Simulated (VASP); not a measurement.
# Si2Mo (C2) in VASP: single point with PBEsol

Aim: the single point of Si2Mo with PBEsol.

Program: VASP 6.6.1. These are calculated values, not measurements. Logs are shortened: lines on timing, memory, paths and dates and some standing lists are left out, and cuts for length are marked.

## (1) The cell of the first run

It takes space group C2 (No. 5, monoclinic). Conventional cell: a = 4.574 Å, b = 7.923 Å, c = 13.260 Å, α = 90.00°, β = 97.93°, γ = 90.00°. Si (site symmetry 1) has 9 Si at 2.55 to 3.19 Å and 5 Mo at 2.56 to 2.66 Å within 3.4 Å. Si (site symmetry 1) has 5 Si at 2.24 to 2.66 Å and 4 Mo at 2.56 to 2.66 Å within 3.0 Å. Si (site symmetry 1) has 9 Si at 2.55 to 3.19 Å and 5 Mo at 2.56 to 2.66 Å within 3.4 Å. Si (site symmetry 1) has 9 Si at 2.55 to 3.19 Å and 5 Mo at 2.56 to 2.66 Å within 3.4 Å. Si (site symmetry 1) has 5 Si at 2.23 to 2.66 Å and 4 Mo at 2.56 to 2.66 Å within 2.9 Å. Si (site symmetry 1) has 9 Si at 2.55 to 3.19 Å and 5 Mo at 2.56 to 2.66 Å within 3.4 Å. Mo (site symmetry 1) has 1 Mo at 2.24 Å and 8 Si at 2.56 to 2.66 Å within 3.0 Å. Within 3.4 Å of Mo (site symmetry 1) lie 10 Si at 2.56 to 2.66 Å and 4 Mo at 3.17 Å.

## (2) Single point, PBEsol

Contents of INCAR:

```
SYSTEM = Si2Mo
PREC = Accurate ; ENCUT = 520
EDIFF = 1E-7 ; ISMEAR = 0
SIGMA = 0.15 ; LREAL = Auto
LASPH = .True. ; NELM = 80
ALGO = Normal ; ISIF = 2
LWAVE = .False. ; LCHARG = .False.
GGA = PS ; NBANDS = 81
```

Contents of KPOINTS:

```
regular mesh
0
Gamma
  10 10 3
  0 0 0
```

Contents of POSCAR:

```
Si2Mo
1.0
   -4.5744403910      0.0000000000      0.0000000000
   -2.2872201955     -3.9615815867      0.0000000000
   -0.9148880782     -1.5846326347     13.1331144996
Si Mo
12 6
Direct
    0.6716638696      0.0641613985      0.2500166667
    0.6716638696     -0.1358386015      0.7500166667
    0.8358319348      0.4691586015      0.9166833333
    0.8358319348      0.6691586015      0.4166833333
    0.8358319348      0.2949961304      0.0833500000
    0.8358319348      0.0949961304      0.5833500000
    0.3283361304      0.7358252681      0.2500166667
    0.3283361304      0.5358252681      0.7500166667
    0.1641680652     -0.2025052681      0.9166833333
    0.1641680652     -0.0025052681      0.4166833333
    0.1641680652      0.6383238696      0.0833500000
    0.1641680652      0.4383238696      0.5833500000
    0.5000000000      0.9666600000      0.0833500000
    0.5000000000      0.7666600000      0.5833500000
    0.5000000000      0.1333266667      0.9166833333
    0.5000000000      0.3333266667      0.4166833333
    0.0000000000      0.3999933333      0.2500166667
    0.0000000000      0.1999933333      0.7500166667
```

Potentials or basis: VASP PAW PBE potentials, release 64 (Si, Mo_sv).

Started as:

```console
$ cat potpaw_PBE.64/Si/POTCAR potpaw_PBE.64/Mo_sv/POTCAR > POTCAR
$ mpirun -np 1 vasp_std > vasp.out
```

OUTCAR:

```text
SYSTEM = Si2Mo
   PREC = Accurate
   ENCUT = 520
   EDIFF = 1E-7
   ISMEAR = 0
   LREAL = Auto
   LASPH = .True.
   NELM = 80
   ISIF = 2
   GGA = PS

 ion  position               nearest neighbor table
   1  0.672  0.064  0.250-   4 2.55   5 2.55  16 2.56  13 2.56   7 2.60  17 2.63  17 2.63  17 2.66
                             7 2.66   7 2.66  10 3.14  11 3.14
   2  0.672  0.864  0.750-   3 2.55   6 2.55  15 2.56  14 2.56   8 2.60  18 2.63  18 2.63  18 2.66
                             8 2.66   8 2.66   9 3.14  12 3.14
   3  0.836  0.469  0.917-   5 2.24   2 2.55  18 2.56   9 2.60  15 2.63  15 2.63  15 2.66   9 2.66
                             9 2.66  11 3.14  13 3.14   8 3.14
   4  0.836  0.669  0.417-   1 2.55  12 2.55  17 2.56  14 2.56  10 2.60  16 2.63  16 2.63  16 2.66
                            10 2.66  10 2.66   7 3.14   6 3.14
   5  0.836  0.295  0.083-   3 2.24   1 2.55  17 2.56  11 2.60  13 2.63  13 2.63  13 2.66  11 2.66
                            11 2.66   9 3.14  15 3.14   7 3.14
   6  0.836  0.095  0.583-  10 2.55   2 2.55  18 2.56  16 2.56  12 2.60  14 2.63  14 2.63  14 2.66
                            12 2.66  12 2.66   4 3.14   8 3.14
   7  0.328  0.736  0.250-  10 2.55  11 2.55  16 2.56  13 2.56   1 2.60  17 2.63  17 2.63  17 2.66
                             1 2.66   1 2.66   4 3.14   5 3.14
   8  0.328  0.536  0.750-   9 2.55  12 2.55  15 2.56  14 2.56   2 2.60  18 2.63  18 2.63  18 2.66
                             2 2.66   2 2.66   3 3.14   6 3.14
   9  0.164  0.797  0.917-  11 2.23   8 2.55  18 2.56   3 2.60  15 2.63  15 2.63  15 2.66   3 2.66
                             3 2.66   5 3.14   2 3.14  13 3.16
  10  0.164  0.997  0.417-   7 2.55   6 2.55  17 2.56  14 2.56   4 2.60  16 2.63  16 2.63  16 2.66
                             4 2.66   4 2.66   1 3.14  12 3.14
  11  0.164  0.638  0.083-   9 2.23   7 2.55  17 2.56   5 2.60  13 2.63  13 2.63  13 2.66   5 2.66
                             5 2.66   3 3.14   1 3.14  15 3.16
  12  0.164  0.438  0.583-   8 2.55   4 2.55  16 2.56  18 2.56   6 2.60  14 2.63  14 2.63  14 2.66
                             6 2.66   6 2.66   2 3.14  10 3.14
  13  0.500  0.967  0.083-  15 2.24   1 2.56   7 2.56  11 2.63   5 2.63  11 2.63   5 2.63   5 2.66
                            11 2.66   3 3.14   9 3.16  17 3.17  17 3.17
  14  0.500  0.767  0.583-   2 2.56  10 2.56   4 2.56   8 2.56   6 2.63  12 2.63  12 2.63   6 2.63
                            12 2.66   6 2.66  16 3.17  18 3.17  18 3.17  16 3.17
  15  0.500  0.133  0.917-  13 2.24   8 2.56   2 2.56   9 2.63   3 2.63   9 2.63   3 2.63   9 2.66
                             3 2.66   5 3.14  11 3.16  18 3.17  18 3.17
  16  0.500  0.333  0.417-   7 2.56   1 2.56   6 2.56  12 2.56  10 2.63   4 2.63  10 2.63   4 2.63
                             4 2.66  10 2.66  17 3.17  17 3.17  14 3.17  14 3.17
  17  0.000  0.400  0.250-  10 2.56   4 2.56   5 2.56  11 2.56   1 2.63   7 2.63   7 2.63   1 2.63
                             1 2.66   7 2.66  16 3.17  16 3.17  13 3.17  13 3.17
  18  0.000  0.200  0.750-   9 2.56   3 2.56   6 2.56  12 2.56   2 2.63   8 2.63   8 2.63   2 2.63
                             2 2.66   8 2.66  15 3.17  15 3.17  14 3.17  14 3.17

  LATTYP: Found a base centered monoclinic cell.
 ALAT       =     4.5744403910
 B/A-ratio  =     1.7320508076
 C/A-ratio  =     2.8987084414
 COS(beta)  =    -0.1379924915

  Lattice vectors:

 A1 = (   4.5744403910,   0.0000000000,   0.0000000000)
 A2 = (  -2.2872201955,   3.9615815867,   0.0000000000)
 A3 = (  -0.9148880782,  -1.5846326347,  13.1331144996)

Analysis of symmetry for initial positions (statically):
=====================================================================
 Subroutine PRICEL returns:
 Original cell was already a primitive cell.

 Routine SETGRP: Setting up the symmetry group for a
 base centered monoclinic supercell.

 Subroutine GETGRP returns: Found  2 space group operations
 (whereof  1 operations were pure point group operations)
 out of a pool of  4 trial point group operations.

The static configuration has the point symmetry C_1 .
 The point group associated with its full space group is C_2 .

Analysis of symmetry for dynamics (positions and initial velocities):
=====================================================================
 Subroutine PRICEL returns:
 Original cell was already a primitive cell.

 Routine SETGRP: Setting up the symmetry group for a
 base centered monoclinic supercell.

 Subroutine GETGRP returns: Found  2 space group operations
 (whereof  1 operations were pure point group operations)
 out of a pool of  4 trial point group operations.

The dynamic configuration has the point symmetry C_1 .
 The point group associated with its full space group is C_2 .

 Subroutine INISYM returns: Found  2 space group operations
 (whereof  1 operations are pure point group operations),
 and found     1 'primitive' translations

----------------------------------------------------------------------------------------
[... 71 lines left out ...]

  Shift w.r.t. Gamma in fractional coordinates (k-lattice)
     0.000000000  0.000000000  0.000000000

 Subroutine IBZKPT returns following result:
 ===========================================

 Found     86 irreducible k-points:

 Following reciprocal coordinates:
            Coordinates               Weight
  0.000000  0.000000  0.000000      1.000000
  0.100000  0.000000  0.000000      2.000000
  0.200000  0.000000  0.000000      2.000000
  0.300000  0.000000  0.000000      2.000000
  0.400000  0.000000  0.000000      2.000000
  0.500000  0.000000  0.000000      1.000000
[... 16 lines left out ...]
  0.000000  0.400000 -0.000000      4.000000
  0.100000  0.400000  0.000000      4.000000
 [... further k-points ...]
   k-points           NKPTS =     86   k-points in BZ     NKDIM =     86   number of bands    NBANDS=     81
   number of dos      NEDOS =    301   number of ions     NIONS =     18
   total plane-waves  NPLWV = 129600
   dimension x,y,z NGX =    36 NGY =   36 NGZ =  100
   dimension x,y,z NGXF=    72 NGYF=   72 NGZF=  200
   ions per type =              12   6
   NGX,Y,Z   is equivalent  to a cutoff of  13.08, 13.08, 12.54 a.u.
   NGXF,Y,Z  is equivalent  to a cutoff of  26.17, 26.17, 25.07 a.u.
 SYSTEM =  Si2Mo
   PREC   = accura    normal or accurate (medium, high low for compatibility)
   ISTART =      0    job   : 0-new  1-cont  2-samecut
   ICHARG =      2    charge: 1-file 2-atom 10-const
   ISPIN  =      1    spin polarized calculation?
   LNONCOLLINEAR =      F non collinear calculations
   LSORBIT =      F    spin-orbit coupling
   LASPH  =      T    aspherical Exc in radial PAW
   ENCUT  =  520.0 eV  38.22 Ry    6.18 a.u.   8.51  8.51 24.65*2*pi/ulx,y,z
   NELM   =     80;   NELMIN=  2; NELMDL= -5     # of ELM steps
   EDIFF  = 0.1E-06   stopping-criterion for ELM
   LREAL  =      T    real-space projection
   EDIFFG = 0.1E-05   stopping-criterion for IOM
   NSW    =      0    number of steps for IOM
   IBRION =     -1    ionic relax: 0-MD 1-quasi-New 2-CG
   NFREE  =      0    steps in history (QN), initial steepest desc. (CG)
   ISIF   =      2    stress and relaxation
   ISYM   =      2    0-nonsym 1-usesym 2-fastsym
   POTIM  = 0.5000    time-step for ionic-motion
   TEBEG  =    0.0;   TEEND  =   0.0 temperature during run
   PSTRESS=    0.0 pullay stress
   NELECT =     132.0000    total number of electrons
   NUPDOWN=      -1.0000    fix difference up-down
   EMIN   =  10.00;   EMAX   =-10.00  energy-range for DOS
   EFERMI =   0.00;   METHOD = LEGACY
   ISMEAR =     0;   SIGMA  =   0.15  broadening in eV -4-tet -1-fermi 0-gaus
   EFERMI_NEDOS =   21; number of points for ismear=-14 and -15
   IALGO  =     38    algorithm
   IMIX   =      4    mixing-type and parameters
     AMIX     =   0.40;   BMIX     =  1.00
     AMIX_MAG =   1.60;   BMIX_MAG =  1.00
  volume/ion in A,a.u.               =      13.22        89.23
  Fermi-wavevector in a.u.,A,eV,Ry     =   1.345059  2.541793 24.615443  1.809184
  Thomas-Fermi vector in A             =   2.473003
   LORBIT       =      0    0 simple, 1 ext, 2 COOP (PROOUT), +10 PAW based schemes
   GGA     = PS    functional components
   LHFCALC =     F    Hartree Fock is set to
   AEXX    =    0.0000 exact exchange contribution
   IVDW    =     0    specifies the selected vdW correction
   LEPSILON=     F    determine dielectric tensor
   LRPA    =     F    only Hartree local field effects (RPA)
 non-spin polarized calculation
 Gauss-broadening in eV      SIGMA  =   0.15
  energy-cutoff  :      520.00
  volume of cell :      238.00
 maximum number of plane-waves:      6467
 NGX is ok and might be reduce to    36
   NGX = 17   NGY = 17   NGZ = 49

 number of electron     131.9999998 magnetization

 Free energy of the ion-electron system (eV)
  ---------------------------------------------------
  ext. energy  EPLUGINS =         0.00000000
  ---------------------------------------------------
  free energy    TOTEN  =      -146.20170823 eV

  energy without entropy =     -146.15110710  energy(sigma->0) =     -146.17640766

 E-fermi :  12.5314     XC(G=0): -12.5664

 val. band max:       12.5291522085   @ k =   0.4000  -0.2000   0.3333
 cond. band min:      12.5393333890   @ k =   0.5000   0.1000   0.3333
 fundamental gap:      0.0101811805
 Fermi energy:        12.5313973108

 k-point     1 :       0.0000    0.0000    0.0000
  band No.  band energies     occupation
      1     -48.2715      2.00000
      2     -48.1812      2.00000
      3     -48.1642      2.00000
      4     -48.1449      2.00000
      5     -48.1420      2.00000
      6     -47.8202      2.00000
[... 1933 lines left out ...]
     77      14.9098      0.00000
     78      15.1611      0.00000

 [... further k-points ...]

 [bands above 78 left out]

------------------------ aborting loop because EDIFF is reached ----------------------------------------

  FORCE on cell =-STRESS in cart. coord.  units (eV):
  Direction    XX          YY          ZZ          XY          YZ          ZX
  --------------------------------------------------------------------------------------
  -------------------------------------------------------------------------------------
  Total        1.4922074      3.2232264     23.1426520      1.4991064      1.8197274      1.0506196
  in kB       10.0453592     21.6983689    155.7935234     10.0918024     12.2501836      7.0726436
  external PRESSURE =      62.5124171 kB  Pullay stress =       0.0000000 kB

 VOLUME and BASIS-vectors are now :
 -----------------------------------------------------------------------------
  energy-cutoff  :      520.00
  volume of cell :      238.00
      direct lattice vectors                 reciprocal lattice vectors
    -4.574440391  0.000000000  0.000000000    -0.218605975  0.126212218  0.000000000
    -2.287220196 -3.961581587  0.000000000     0.000000000 -0.252424437 -0.030457360
    -0.914888078 -1.584632635 13.133114500     0.000000000  0.000000000  0.076143401

 POSITION                                       TOTAL-FORCE (eV/Angst)
 -----------------------------------------------------------------------------------
     -3.44797     -0.65037      3.28350        -0.101635     -0.150754      0.100450
     -5.73520     -4.61195      9.85005         0.079739      0.163396     -0.100450
     -5.73520     -3.31122     12.03891         0.180970     -0.419152     -1.206905
     -5.73520     -3.31122      5.47235        -0.006504     -0.038190     -0.029961
     -4.57444     -1.30073      1.09465         0.453481      0.052852      1.206905
     -4.57444     -1.30073      7.66120         0.029822      0.024728      0.029961
[... 10 lines left out ...]
     -1.14361     -1.98079      3.28350        -0.062042      0.065463      0.543281
     -1.14361     -1.98079      9.85005        -0.087714      0.020999     -0.543281
 -----------------------------------------------------------------------------------
    total drift:                                0.000058     -0.000026      0.000008

  FREE ENERGIE OF THE ION-ELECTRON SYSTEM (eV)
  ---------------------------------------------------
  free  energy   TOTEN  =      -146.2017082313 eV

  energy  without entropy=     -146.1511070973  energy(sigma->0) =     -146.17640766
```

It took 1.8 h on 1 thread of Intel Xeon 8259CL, shared host; peak memory 1 GiB.

Results:

```
Free energy            : -146.2017 eV
Pressure               : 6.3 GPa
Largest force          : 4.952 eV/Å
Band gap on the k mesh : zero (bands 66 and 67 overlap by 0.46 eV)
```

Forces in eV/Å, atoms in the order of the input:
```
Si  -0.102 -0.151  0.100
Si   0.080  0.163 -0.100
Si   0.181 -0.419 -1.207
Si  -0.007 -0.038 -0.030
Si   0.453  0.053  1.207
Si   0.030  0.025  0.030
Si   0.003  0.133  0.166
Si  -0.114 -0.069 -0.166
Si  -0.389 -0.117 -1.550
Si   0.004  0.017 -0.048
Si  -0.093  0.396  1.550
Si  -0.012 -0.012  0.048
Mo   0.449  0.663  4.887
Mo   0.024  0.023 -0.148
Mo  -0.350 -0.721 -4.887
Mo  -0.008 -0.033  0.148
Mo  -0.062  0.065  0.543
Mo  -0.088  0.021 -0.543
```

Stress tensor (GPa, compression positive):
```
 1.00  1.01  0.71
 1.01  2.17  1.23
 0.71  1.23 15.58
```

Caveat: the cell stands under pressure; the PAW data sets were made with another functional, which shifts forces and pressure a little.
